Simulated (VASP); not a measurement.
# K in VASP: further runs

The runs below take K through single point, relaxation of cell and atoms, with PBEsol.

Everything below comes from runs of VASP 6.6.1. Logs are shortened: lines on timing, memory, paths and dates and some standing lists are left out, and cuts for length are marked.

**1. The cell of the first run**

The structure is orthorhombic, space group Cmmm (No. 65). Conventional cell: a = 8.685 Å, b = 8.698 Å, c = 11.364 Å, α = 90.00°, β = 90.00°, γ = 90.00°. K (site symmetry 2) has 7 K at 4.34 to 4.67 Å within 5.7 Å.

**2. Single point, PBEsol (85.84 Å³/atom)**

The input, INCAR:

```
PREC = Accurate
ENCUT = 520
EDIFF = 1E-6
ISMEAR = 0
SIGMA = 0.1
LREAL = F
LASPH = T
NELM = 80
ALGO = Fast
ISIF = 2
LWAVE = F
LCHARG = F
GGA = PS
NBANDS = 30
```

The input, KPOINTS:

```
Automatic mesh
0
Gamma
  6 6 4
```

The input, POSCAR:

```
K
1.0
    4.3487757025     -4.3423562278      0.0000000000
    4.3487757025      4.3423562278      0.0000000000
    0.0000000000      0.0000000000     11.3640883447
K
5
Direct
    0.5000000000      0.0000000000      0.3092481955
    0.0000000000      0.5000000000      0.6907518045
    0.0000000000      0.5000000000      0.3092481955
    0.5000000000      0.0000000000      0.6907518045
    0.0000000000      0.0000000000      0.0000000000
```

Potentials or basis: VASP PAW PBE potentials, release 64 (K_sv).

The run is started by

```
$ cat potpaw_PBE.64/K_sv/POTCAR > POTCAR
$ mpirun -np 1 vasp_std > vasp.out
```

OUTCAR:

```text
PREC = Accurate
   ENCUT = 520
   EDIFF = 1E-6
   ISMEAR = 0
   LREAL = F
   LASPH = T
   NELM = 80
   ISIF = 2
   GGA = PS

 ion  position               nearest neighbor table
   1  0.500  0.000  0.309-
   2  0.000  0.500  0.691-
   3  0.000  0.500  0.309-
   4  0.500  0.000  0.691-
   5  0.000  0.000  0.000-

  LATTYP: Found a base centered orthorhombic cell.
 ALAT       =     8.6847124556
 B/A-ratio  =     1.0014783390
 C/A-ratio  =     1.3085163617

  Lattice vectors:

 A1 = (  -4.3487757025,  -4.3423562278,   0.0000000000)
 A2 = (   4.3487757025,  -4.3423562278,   0.0000000000)
 A3 = (   0.0000000000,   0.0000000000,  11.3640883447)

Analysis of symmetry for initial positions (statically):
=====================================================================
 Subroutine PRICEL returns:
 Original cell was already a primitive cell.

 Routine SETGRP: Setting up the symmetry group for a
 base centered orthorhombic supercell.

 Subroutine GETGRP returns: Found  8 space group operations
 (whereof  8 operations were pure point group operations)
 out of a pool of  8 trial point group operations.

The static configuration has the point symmetry D_2h.

Analysis of symmetry for dynamics (positions and initial velocities):
=====================================================================
 Subroutine PRICEL returns:
 Original cell was already a primitive cell.

 Routine SETGRP: Setting up the symmetry group for a
 base centered orthorhombic supercell.

 Subroutine GETGRP returns: Found  8 space group operations
 (whereof  8 operations were pure point group operations)
 out of a pool of  8 trial point group operations.

The dynamic configuration has the point symmetry D_2h.

 Subroutine INISYM returns: Found  8 space group operations
 (whereof  8 operations are pure point group operations),
 and found     1 'primitive' translations

----------------------------------------------------------------------------------------

                                     Primitive cell

  volume of cell :     429.1974

  direct lattice vectors                    reciprocal lattice vectors
     4.348775703 -4.342356228  0.000000000     0.114974888 -0.115144860  0.000000000
     4.348775703  4.342356228  0.000000000     0.114974888  0.115144860  0.000000000
     0.000000000  0.000000000 11.364088345     0.000000000  0.000000000  0.087996500

  length of vectors
     6.145560001  6.145560001 11.364088345     0.162719279  0.162719279  0.087996500

  position of ions in fractional coordinates (direct lattice)
     0.500000000  0.000000000  0.309248195
     0.000000000  0.500000000  0.690751805
     0.000000000  0.500000000  0.309248195
     0.500000000  0.000000000  0.690751805
     0.000000000  0.000000000  0.000000000

  ion indices of the primitive-cell ions
   primitive index   ion index
                 1           1
                 2           2
                 3           3
                 4           4
                 5           5

----------------------------------------------------------------------------------------

 KPOINTS: Automatic mesh

Automatic generation of k-mesh.
 Grid dimensions read from file:
 generate k-points for:    6    6    4

 Generating k-lattice:

  Cartesian coordinates                     Fractional coordinates (reciprocal lattice)
     0.019162481 -0.019190810  0.000000000     0.166666667 -0.000000000  0.000000000
     0.019162481  0.019190810  0.000000000    -0.000000000  0.166666667  0.000000000
     0.000000000  0.000000000  0.021999125     0.000000000  0.000000000  0.250000000

  Length of vectors
     0.027119880  0.027119880  0.021999125

  Shift w.r.t. Gamma in fractional coordinates (k-lattice)
     0.000000000  0.000000000  0.000000000

 Subroutine IBZKPT returns following result:
 ===========================================

 Found     39 irreducible k-points:

 Following reciprocal coordinates:
            Coordinates               Weight
  0.000000  0.000000  0.000000      1.000000
  0.166667  0.000000  0.000000      4.000000
  0.333333  0.000000  0.000000      4.000000
  0.500000  0.000000  0.000000      2.000000
  0.166667  0.166667  0.000000      2.000000
  0.333333  0.166667  0.000000      4.000000
[... 16 lines left out ...]
  0.333333  0.333333  0.250000      4.000000
  0.500000  0.333333  0.250000      8.000000
 [... further k-points ...]
   k-points           NKPTS =     39   k-points in BZ     NKDIM =     39   number of bands    NBANDS=     30
   number of dos      NEDOS =    301   number of ions     NIONS =      5
   total plane-waves  NPLWV = 207360
   dimension x,y,z NGX =    48 NGY =   48 NGZ =   90
   dimension x,y,z NGXF=    96 NGYF=   96 NGZF=  180
   ions per type =               5
   NGX,Y,Z   is equivalent  to a cutoff of  12.98, 12.98, 13.17 a.u.
   NGXF,Y,Z  is equivalent  to a cutoff of  25.97, 25.97, 26.33 a.u.
 SYSTEM =  unknown system
   PREC   = accura    normal or accurate (medium, high low for compatibility)
   ISTART =      0    job   : 0-new  1-cont  2-samecut
   ICHARG =      2    charge: 1-file 2-atom 10-const
   ISPIN  =      1    spin polarized calculation?
   LNONCOLLINEAR =      F non collinear calculations
   LSORBIT =      F    spin-orbit coupling
   LASPH  =      T    aspherical Exc in radial PAW
   ENCUT  =  520.0 eV  38.22 Ry    6.18 a.u.  11.43 11.43 21.13*2*pi/ulx,y,z
   NELM   =     80;   NELMIN=  2; NELMDL= -5     # of ELM steps
   EDIFF  = 0.1E-05   stopping-criterion for ELM
   LREAL  =      F    real-space projection
   EDIFFG = 0.1E-04   stopping-criterion for IOM
   NSW    =      0    number of steps for IOM
   IBRION =     -1    ionic relax: 0-MD 1-quasi-New 2-CG
   NFREE  =      0    steps in history (QN), initial steepest desc. (CG)
   ISIF   =      2    stress and relaxation
   ISYM   =      2    0-nonsym 1-usesym 2-fastsym
   POTIM  = 0.5000    time-step for ionic-motion
   TEBEG  =    0.0;   TEEND  =   0.0 temperature during run
   PSTRESS=    0.0 pullay stress
   NELECT =      45.0000    total number of electrons
   NUPDOWN=      -1.0000    fix difference up-down
   EMIN   =  10.00;   EMAX   =-10.00  energy-range for DOS
   EFERMI =   0.00;   METHOD = LEGACY
   ISMEAR =     0;   SIGMA  =   0.10  broadening in eV -4-tet -1-fermi 0-gaus
   EFERMI_NEDOS =   21; number of points for ismear=-14 and -15
   IALGO  =     68    algorithm
   IMIX   =      4    mixing-type and parameters
     AMIX     =   0.40;   BMIX     =  1.00
     AMIX_MAG =   1.60;   BMIX_MAG =  1.00
  volume/ion in A,a.u.               =      85.84       579.27
  Fermi-wavevector in a.u.,A,eV,Ry     =   0.771957  1.458788  8.107959  0.595918
  Thomas-Fermi vector in A             =   1.873486
   LORBIT       =      0    0 simple, 1 ext, 2 COOP (PROOUT), +10 PAW based schemes
   GGA     = PS    functional components
   LHFCALC =     F    Hartree Fock is set to
   AEXX    =    0.0000 exact exchange contribution
   IVDW    =     0    specifies the selected vdW correction
   LEPSILON=     F    determine dielectric tensor
   LRPA    =     F    only Hartree local field effects (RPA)
 non-spin polarized calculation
 RMM-DIIS sequential band-by-band and
 Gauss-broadening in eV      SIGMA  =   0.10
  energy-cutoff  :      520.00
  volume of cell :      429.20
 maximum number of plane-waves:     11592
 NGX is ok and might be reduce to    48
   NGX = 23   NGY = 23   NGZ = 43

 number of electron      45.0000008 magnetization

 Free energy of the ion-electron system (eV)
  ---------------------------------------------------
  ext. energy  EPLUGINS =         0.00000000
  ---------------------------------------------------
  free energy    TOTEN  =        -5.07827696 eV

  energy without entropy =       -5.05097944  energy(sigma->0) =       -5.06462820

 E-fermi :  -0.4185     XC(G=0):  -5.2926

 val. band max:       -0.4374441478   @ k =   0.5000   0.1667   0.2500
 cond. band min:      -0.4028201743   @ k =   0.5000   0.5000   0.0000
 fundamental gap:      0.0346239735
 Fermi energy:        -0.4185161912

 k-point     1 :       0.0000    0.0000    0.0000
  band No.  band energies     occupation
      1     -32.6480      2.00000
      2     -32.6459      2.00000
      3     -32.6404      2.00000
      4     -32.6386      2.00000
      5     -32.6339      2.00000
      6     -16.2214      2.00000
[... 22 lines left out ...]
     29       1.6887      0.00000
     30       1.9096      0.00000

 k-point     2 :       0.1667    0.0000    0.0000
  band No.  band energies     occupation
      1     -32.6475      2.00000
      2     -32.6455      2.00000
      3     -32.6409      2.00000
      4     -32.6391      2.00000
      5     -32.6340      2.00000
      6     -16.2172      2.00000
[... 22 lines left out ...]
     29       1.7202      0.00000
     30       2.0067      0.00000

 k-point     3 :       0.3333    0.0000    0.0000
  band No.  band energies     occupation
      1     -32.6461      2.00000
      2     -32.6441      2.00000
      3     -32.6423      2.00000
      4     -32.6404      2.00000
      5     -32.6340      2.00000
      6     -16.2135      2.00000
[... 22 lines left out ...]
     29       1.9054      0.00000
     30       2.1895      0.00000

 k-point     4 :       0.5000    0.0000    0.0000
  band No.  band energies     occupation
      1     -32.6442      2.00000
      2     -32.6442      2.00000
      3     -32.6422      2.00000
      4     -32.6422      2.00000
      5     -32.6340      2.00000
      6     -16.2121      2.00000
[... 616 lines left out ...]
     29       1.5871      0.00000
     30       1.8777      0.00000

 k-point    23 :       0.3333    0.3333    0.2500
  band No.  band energies     occupation
      1     -32.6451      2.00000
      2     -32.6432      2.00000
      3     -32.6432      2.00000
      4     -32.6413      2.00000
      5     -32.6340      2.00000
      6     -16.2287      2.00000
[... 22 lines left out ...]
     29       1.1896      0.00000
     30       1.4920      0.00000

 k-point    24 :       0.5000    0.3333    0.2500
  band No.  band energies     occupation
      1     -32.6442      2.00000
      2     -32.6441      2.00000
      3     -32.6423      2.00000
      4     -32.6422      2.00000
      5     -32.6340      2.00000
      6     -16.2274      2.00000
[... 22 lines left out ...]
     29       0.8729      0.00000
     30       1.0595      0.00000

 [... further k-points ...]

------------------------ aborting loop because EDIFF is reached ----------------------------------------

  FORCE on cell =-STRESS in cart. coord.  units (eV):
  Direction    XX          YY          ZZ          XY          YZ          ZX
  --------------------------------------------------------------------------------------
  -------------------------------------------------------------------------------------
  Total       -0.4291294     -0.4072478     -0.3919056      0.0000000      0.0000000      0.0000000
  in kB       -1.6019236     -1.5202405     -1.4629686      0.0000000      0.0000000      0.0000000
  external PRESSURE =      -1.5283776 kB  Pullay stress =       0.0000000 kB

 VOLUME and BASIS-vectors are now :
 -----------------------------------------------------------------------------
  energy-cutoff  :      520.00
  volume of cell :      429.20
      direct lattice vectors                 reciprocal lattice vectors
     4.348775703 -4.342356228  0.000000000     0.114974888 -0.115144860  0.000000000
     4.348775703  4.342356228  0.000000000     0.114974888  0.115144860  0.000000000
     0.000000000  0.000000000 11.364088345     0.000000000  0.000000000  0.087996500

 POSITION                                       TOTAL-FORCE (eV/Angst)
 -----------------------------------------------------------------------------------
      2.17439     -2.17118      3.51432         0.000000      0.000000     -0.001101
      2.17439      2.17118      7.84976         0.000000     -0.000000      0.001101
      2.17439      2.17118      3.51432        -0.000000     -0.000000     -0.001101
      2.17439     -2.17118      7.84976        -0.000000      0.000000      0.001101
      0.00000      0.00000      0.00000         0.000000      0.000000      0.000000
 -----------------------------------------------------------------------------------
    total drift:                                0.000000     -0.000000      0.000000

  FREE ENERGIE OF THE ION-ELECTRON SYSTEM (eV)
  ---------------------------------------------------
  free  energy   TOTEN  =        -5.0782769568 eV

  energy  without entropy=       -5.0509794448  energy(sigma->0) =       -5.06462820
```

Wall time 10 min (1 thread of Intel Xeon Platinum 8488C (Sapphire Rapids), shared host); peak memory 0.69 GiB.

Results:

| Property | Result |
| --- | --- |
| Free energy | -5.0783 eV |
| Pressure | -0.2 GPa |
| Band gap on the k mesh | zero (an odd number of electrons rules out a gap without spin polarisation) |

Levels at points of the mesh, in eV from the Fermi level:
```
           k point  band 19  band 20  band 21  band 22  band 23  band 24  band 25  band 26
(0.00, 0.00, 0.00)   -15.73   -15.73    -2.01    -0.92    -0.53     1.14     1.79     1.82
(0.50, 0.00, 0.00)   -15.75   -15.73    -1.02    -0.82     0.06     0.21     0.27     0.46
(0.50, 0.50, 0.00)   -15.72   -15.72    -0.02     0.02     0.02     0.27     0.89     0.89
(0.00, 0.00, 0.50)   -15.73   -15.73    -1.77    -1.59     0.63     0.70     1.31     1.57
(0.50, 0.00, 0.50)   -15.74   -15.73    -0.72    -0.71    -0.67    -0.34     1.29     1.37
(0.50, 0.50, 0.50)   -15.72   -15.72     0.15     0.20     0.21     0.29     0.38     0.48
```

Caveat: the PAW data sets were made with another functional, which shifts forces and pressure a little.

[end of part 1 of 2]

The gap in the log of VASP goes by the Fermi energy; the results here count the filled bands.